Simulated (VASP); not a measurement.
Input of a VASP 6.6.1 run:

POSCAR

```
ZnS
1.0
    0.0000000000      2.6940858328      2.6940858328
    2.6940858328      0.0000000000      2.6940858328
    2.6940858328      2.6940858328      0.0000000000
Zn S
1 1
Direct
    0.0000000000      0.0000000000      0.0000000000
    0.2500000000      0.2500000000      0.2500000000
```

The input INCAR.step1:

```
PREC = Accurate
ENCUT = 520
ISMEAR = 0
SIGMA = 0.01
LREAL = F
LASPH = T
NELM = 60
NBANDS = 16
GGA = PE
ALGO = Normal
EDIFF = 1E-4
LWAVE = T
LCHARG = F
```

Contents of INCAR.step2:

```
PREC = Accurate
ENCUT = 520
EDIFF = 1E-6
ISMEAR = 0
SIGMA = 0.01
LREAL = F
LASPH = T
NELM = 60
ALGO = Normal
ISIF = 2
LWAVE = F
LCHARG = F
METAGGA = R2SCAN
LMIXTAU = T
NBANDS = 16
ISTART = 1
```

The input KPOINTS:

```
Automatic mesh
0
Gamma
  8 8 8
```

Potentials or basis: VASP PAW PBE potentials, release 64 (Zn, S).

Run with:

```bash
$ cat potpaw_PBE.64/Zn/POTCAR potpaw_PBE.64/S/POTCAR > POTCAR
$ cp INCAR.step1 INCAR
$ mpirun -np 1 vasp_std > vasp.out
$ cp INCAR.step2 INCAR
$ mpirun -np 1 vasp_std > vasp.out
```

(1) Estimate the band gap on the k mesh.

(2) What does it give for the pressure?

Answers

(1) 2.72 eV, direct.

(2) 0.0 GPa.

Caveat: the PAW data sets were made with another functional, which shifts forces and pressure a little.
